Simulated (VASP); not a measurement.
# GaN (P6_3mc) in VASP: a series of runs

Runs on GaN. Level: PBE. Tasks: single point.

Program: VASP 6.6.1. These are calculated values, not measurements. Logs are shortened: lines on timing, memory, paths and dates and some standing lists are left out, and cuts for length are marked.

### Step 1. The cell of the first run

The structure is hexagonal, space group P6_3mc (No. 186). Conventional cell: a = 3.180 Å, b = 3.180 Å, c = 5.166 Å, α = 90.00°, β = 90.00°, γ = 120.00°. Ga (site symmetry 3m) has 4 N at 1.94 to 1.95 Å within 2.6 Å. Within 2.6 Å of N (site symmetry 3m) lie 4 Ga at 1.94 to 1.95 Å.

### Step 2. Single point, PBE

INCAR reads:

```
SYSTEM = GaN
PREC = Accurate ; ENCUT = 600
EDIFF = 1E-6 ; ISMEAR = 0
SIGMA = 0.01 ; LREAL = .False.
LASPH = .True. ; NELM = 120
ALGO = Normal ; ISIF = 2
LWAVE = .False. ; LCHARG = .False.
GGA = PE ; NBANDS = 26
GGA_COMPAT = .False.
```

KPOINTS reads:

```
regular mesh
0
Gamma
  6 6 4
  0 0 0
```

POSCAR reads:

```
GaN
1.0
    3.1800000000      0.0000000000      0.0000000000
   -1.5900000000      2.7539600000      0.0000000000
    0.0000000000      0.0000000000      5.1660000000
Ga N
2 2
Direct
    0.3333333333      0.6666666667      0.0000000000
    0.6666666667      0.3333333333      0.5000000000
    0.3333333333      0.6666666667      0.3750000000
    0.6666666667      0.3333333333      0.8750000000
```

Potentials or basis: VASP PAW PBE potentials, release 64 (Ga_d, N).

The run is started by

```bash
cat potpaw_PBE.64/Ga_d/POTCAR potpaw_PBE.64/N/POTCAR > POTCAR
mpirun -np 1 vasp_std > vasp.out
```

OUTCAR:

```text
SYSTEM = GaN
   PREC = Accurate
   ENCUT = 600
   EDIFF = 1E-6
   ISMEAR = 0
   LREAL = .False.
   LASPH = .True.
   NELM = 120
   ISIF = 2
   GGA = PE

 ion  position               nearest neighbor table
   1  0.333  0.667  0.000-   3 1.94   4 1.95   4 1.95   4 1.95
   2  0.667  0.333  0.500-   4 1.94   3 1.95   3 1.95   3 1.95
   3  0.333  0.667  0.375-   1 1.94   2 1.95   2 1.95   2 1.95
   4  0.667  0.333  0.875-   2 1.94   1 1.95   1 1.95   1 1.95

  LATTYP: Found a hexagonal cell.
 ALAT       =     3.1800000000
 C/A-ratio  =     1.6245283019

  Lattice vectors:

 A1 = (   3.1800000000,   0.0000000000,   0.0000000000)
 A2 = (  -1.5900000000,   2.7539600000,   0.0000000000)
 A3 = (   0.0000000000,   0.0000000000,   5.1660000000)

Analysis of symmetry for initial positions (statically):
=====================================================================
 Subroutine PRICEL returns:
 Original cell was already a primitive cell.

 Routine SETGRP: Setting up the symmetry group for a
 hexagonal supercell.

 Subroutine GETGRP returns: Found 12 space group operations
 (whereof  6 operations were pure point group operations)
 out of a pool of 24 trial point group operations.

The static configuration has the point symmetry C_3v.
 The point group associated with its full space group is C_6v.

Analysis of symmetry for dynamics (positions and initial velocities):
=====================================================================
 Subroutine PRICEL returns:
 Original cell was already a primitive cell.

 Routine SETGRP: Setting up the symmetry group for a
 hexagonal supercell.

 Subroutine GETGRP returns: Found 12 space group operations
 (whereof  6 operations were pure point group operations)
 out of a pool of 24 trial point group operations.

The dynamic configuration has the point symmetry C_3v.
 The point group associated with its full space group is C_6v.

 Subroutine INISYM returns: Found 12 space group operations
 (whereof  6 operations are pure point group operations),
 and found     1 'primitive' translations

----------------------------------------------------------------------------------------

                                     Primitive cell

  volume of cell :      45.2417

  direct lattice vectors                    reciprocal lattice vectors
     3.180000000  0.000000000  0.000000000     0.314465409  0.181556740  0.000000000
    -1.590000000  2.753960000  0.000000000     0.000000000  0.363113480  0.000000000
     0.000000000  0.000000000  5.166000000     0.000000000  0.000000000  0.193573364

  length of vectors
     3.180000000  3.179999321  5.166000000     0.363113403  0.363113480  0.193573364

  position of ions in fractional coordinates (direct lattice)
     0.333333333  0.666666667  0.000000000
     0.666666667  0.333333333  0.500000000
     0.333333333  0.666666667  0.375000000
     0.666666667  0.333333333  0.875000000

  ion indices of the primitive-cell ions
   primitive index   ion index
                 1           1
                 2           2
                 3           3
                 4           4

----------------------------------------------------------------------------------------

 KPOINTS: regular mesh

Automatic generation of k-mesh.
 Grid dimensions read from file:
 generate k-points for:    6    6    4

 Generating k-lattice:

  Cartesian coordinates                     Fractional coordinates (reciprocal lattice)
     0.052410901  0.030259457  0.000000000     0.166666667 -0.000000000  0.000000000
     0.000000000  0.060518913  0.000000000     0.000000000  0.166666667  0.000000000
     0.000000000  0.000000000  0.048393341     0.000000000  0.000000000  0.250000000

  Length of vectors
     0.060518900  0.060518913  0.048393341

  Shift w.r.t. Gamma in fractional coordinates (k-lattice)
     0.000000000  0.000000000  0.000000000

 Subroutine IBZKPT returns following result:
 ===========================================

 Found     21 irreducible k-points:

 Following reciprocal coordinates:
            Coordinates               Weight
  0.000000  0.000000  0.000000      1.000000
  0.166667 -0.000000  0.000000      6.000000
  0.333333  0.000000  0.000000      6.000000
  0.500000  0.000000  0.000000      3.000000
  0.166667  0.166667  0.000000      6.000000
  0.333333  0.166667  0.000000     12.000000
[... 13 lines left out ...]
  0.333333  0.166667  0.500000     12.000000
  0.333333  0.333333  0.500000      2.000000
   k-points           NKPTS =     21   k-points in BZ     NKDIM =     21   number of bands    NBANDS=     26
   number of dos      NEDOS =    301   number of ions     NIONS =      4
   total plane-waves  NPLWV =  32928
   dimension x,y,z NGX =    28 NGY =   28 NGZ =   42
   dimension x,y,z NGXF=    56 NGYF=   56 NGZF=   84
   ions per type =               2   2
   NGX,Y,Z   is equivalent  to a cutoff of  14.64, 14.64, 13.52 a.u.
   NGXF,Y,Z  is equivalent  to a cutoff of  29.28, 29.28, 27.03 a.u.
 SYSTEM =  GaN
   PREC   = accura    normal or accurate (medium, high low for compatibility)
   ISTART =      0    job   : 0-new  1-cont  2-samecut
   ICHARG =      2    charge: 1-file 2-atom 10-const
   ISPIN  =      1    spin polarized calculation?
   LNONCOLLINEAR =      F non collinear calculations
   LSORBIT =      F    spin-orbit coupling
   LASPH  =      T    aspherical Exc in radial PAW
   ENCUT  =  600.0 eV  44.10 Ry    6.64 a.u.   6.35  6.35 10.32*2*pi/ulx,y,z
   NELM   =    120;   NELMIN=  2; NELMDL= -5     # of ELM steps
   EDIFF  = 0.1E-05   stopping-criterion for ELM
   LREAL  =      F    real-space projection
   EDIFFG = 0.1E-04   stopping-criterion for IOM
   NSW    =      0    number of steps for IOM
   IBRION =     -1    ionic relax: 0-MD 1-quasi-New 2-CG
   NFREE  =      0    steps in history (QN), initial steepest desc. (CG)
   ISIF   =      2    stress and relaxation
   ISYM   =      2    0-nonsym 1-usesym 2-fastsym
   POTIM  = 0.5000    time-step for ionic-motion
   TEBEG  =    0.0;   TEEND  =   0.0 temperature during run
   PSTRESS=    0.0 pullay stress
   NELECT =      36.0000    total number of electrons
   NUPDOWN=      -1.0000    fix difference up-down
   EMIN   =  10.00;   EMAX   =-10.00  energy-range for DOS
   EFERMI =   0.00;   METHOD = LEGACY
   ISMEAR =     0;   SIGMA  =   0.01  broadening in eV -4-tet -1-fermi 0-gaus
   EFERMI_NEDOS =   21; number of points for ismear=-14 and -15
   IALGO  =     38    algorithm
   IMIX   =      4    mixing-type and parameters
     AMIX     =   0.40;   BMIX     =  1.00
     AMIX_MAG =   1.60;   BMIX_MAG =  1.00
  volume/ion in A,a.u.               =      11.31        76.33
  Fermi-wavevector in a.u.,A,eV,Ry     =   1.517036  2.866783 31.312433  2.301399
  Thomas-Fermi vector in A             =   2.626346
   LORBIT       =      0    0 simple, 1 ext, 2 COOP (PROOUT), +10 PAW based schemes
   GGA     = PE    functional components
   LHFCALC =     F    Hartree Fock is set to
   AEXX    =    0.0000 exact exchange contribution
   IVDW    =     0    specifies the selected vdW correction
   LEPSILON=     F    determine dielectric tensor
   LRPA    =     F    only Hartree local field effects (RPA)
 non-spin polarized calculation
 Gauss-broadening in eV      SIGMA  =   0.01
  energy-cutoff  :      600.00
  volume of cell :       45.24
 maximum number of plane-waves:      1530
 NGX is ok and might be reduce to    28
   NGX = 13   NGY = 13   NGZ = 21

 number of electron      35.9999995 magnetization

 Free energy of the ion-electron system (eV)
  ---------------------------------------------------
  ext. energy  EPLUGINS =         0.00000000
  ---------------------------------------------------
  free energy    TOTEN  =       -24.28361189 eV

  energy without entropy =      -24.28361189  energy(sigma->0) =      -24.28361189

 E-fermi :   5.4780     XC(G=0): -11.7216

 val. band max:        5.4343356341   @ k =   0.0000   0.0000   0.0000
 cond. band min:       7.4063826685   @ k =   0.0000   0.0000   0.0000
 fundamental gap:      1.9720470344
 Fermi energy:         5.4779902865

 k-point     1 :       0.0000    0.0000    0.0000
  band No.  band energies     occupation
      1     -10.6370      2.00000
      2      -9.6773      2.00000
      3      -8.0242      2.00000
      4      -8.0026      2.00000
      5      -8.0026      2.00000
      6      -7.9380      2.00000
[... 18 lines left out ...]
     25      17.2027      0.00000
     26      17.2027      0.00000

 k-point     2 :       0.1667   -0.0000    0.0000
  band No.  band energies     occupation
      1     -10.3777      2.00000
      2      -9.6153      2.00000
      3      -7.9903      2.00000
      4      -7.9679      2.00000
      5      -7.9267      2.00000
      6      -7.8909      2.00000
[... 18 lines left out ...]
     25      16.9204      0.00000
     26      17.7134      0.00000

 k-point     3 :       0.3333    0.0000    0.0000
  band No.  band energies     occupation
      1      -9.8931      2.00000
      2      -9.5309      2.00000
      3      -7.9515      2.00000
      4      -7.9317      2.00000
      5      -7.8523      2.00000
      6      -7.7854      2.00000
[... 18 lines left out ...]
     25      17.1012      0.00000
     26      18.7144      0.00000

 k-point     4 :       0.5000    0.0000    0.0000
  band No.  band energies     occupation
      1      -9.6979      2.00000
      2      -9.5086      2.00000
      3      -7.9547      2.00000
      4      -7.9297      2.00000
      5      -7.8333      2.00000
      6      -7.7870      2.00000
[... 18 lines left out ...]
     25      17.9440      0.00000
     26      18.8949      0.00000
[... 409 lines left out ...]
      1      -9.6894      2.00000
      2      -9.6894      2.00000
      3      -7.9180      2.00000
      4      -7.9180      2.00000
      5      -7.8901      2.00000
      6      -7.8901      2.00000
[... 18 lines left out ...]
     25      17.2380      0.00000
     26      17.2380      0.00000

 k-point    20 :       0.3333    0.1667    0.5000
  band No.  band energies     occupation
      1      -9.5453      2.00000
      2      -9.5453      2.00000
      3      -7.9214      2.00000
      4      -7.9214      2.00000
      5      -7.8482      2.00000
      6      -7.8482      2.00000
[... 18 lines left out ...]
     25      17.9231      0.00000
     26      17.9231      0.00000

 k-point    21 :       0.3333    0.3333    0.5000
  band No.  band energies     occupation
      1      -9.5060      2.00000
      2      -9.5060      2.00000
      3      -7.8837      2.00000
      4      -7.8837      2.00000
      5      -7.8644      2.00000
      6      -7.8644      2.00000
[... 18 lines left out ...]
     25      19.4876      0.00000
     26      19.4939      0.00000

------------------------ aborting loop because EDIFF is reached ----------------------------------------

  FORCE on cell =-STRESS in cart. coord.  units (eV):
  Direction    XX          YY          ZZ          XY          YZ          ZX
  --------------------------------------------------------------------------------------
  -------------------------------------------------------------------------------------
  Total        1.8279239      1.8279228      2.4222938      0.0000000      0.0000000     -0.0000000
  in kB       64.7335671     64.7335303     85.7824097      0.0000000      0.0000000     -0.0000000
  external PRESSURE =      71.7498357 kB  Pullay stress =       0.0000000 kB

 VOLUME and BASIS-vectors are now :
 -----------------------------------------------------------------------------
  energy-cutoff  :      600.00
  volume of cell :       45.24
      direct lattice vectors                 reciprocal lattice vectors
     3.180000000  0.000000000  0.000000000     0.314465409  0.181556740  0.000000000
    -1.590000000  2.753960000  0.000000000     0.000000000  0.363113480  0.000000000
     0.000000000  0.000000000  5.166000000     0.000000000  0.000000000  0.193573364

 POSITION                                       TOTAL-FORCE (eV/Angst)
 -----------------------------------------------------------------------------------
     -0.00000      1.83597      0.00000         0.000000     -0.000000     -0.134731
      1.59000      0.91799      2.58300        -0.000000      0.000000     -0.134731
     -0.00000      1.83597      1.93725         0.000000     -0.000000      0.134731
      1.59000      0.91799      4.52025        -0.000000     -0.000000      0.134731
 -----------------------------------------------------------------------------------
    total drift:                               -0.000000     -0.000000     -0.000191

  FREE ENERGIE OF THE ION-ELECTRON SYSTEM (eV)
  ---------------------------------------------------
  free  energy   TOTEN  =       -24.2836118884 eV

  energy  without entropy=      -24.2836118884  energy(sigma->0) =      -24.28361189
```

It took 18 s on 1 thread of Intel Xeon 6975P-C (Granite Rapids), shared host; peak memory 0.18 GiB.

Results:

- Free energy: -24.2836 eV
- Pressure: 7.2 GPa
- Largest force: 0.135 eV/Å
- Band gap on the k mesh: 1.97 eV

Forces in eV/Å, atoms in the order of the input:
```
Ga   0.000  0.000 -0.135
Ga   0.000  0.000 -0.135
N    0.000  0.000  0.135
N    0.000  0.000  0.135
```

Levels at points of the mesh, in eV from the valence-band top:
```tsv
k point	band 15	band 16	band 17	band 18	band 19	band 20	band 21	band 22
(0.00, 0.00, 0.00)	-1.06	-0.06	0.00	0.00	1.97	4.30	9.26	9.92
(0.50, 0.00, 0.00)	-4.28	-2.78	-2.26	-0.99	5.08	5.61	6.07	8.67
(0.00, 0.00, 0.50)	-0.55	-0.55	-0.55	-0.55	4.29	4.29	8.54	8.54
(0.50, 0.00, 0.50)	-1.96	-1.96	-1.93	-1.93	4.43	4.43	7.84	7.84
```

Caveat: the cell stands under pressure. Expect the measured gap to be larger: semilocal functionals such as PBE lack the derivative discontinuity.

(Continued in part 2 of 2.)
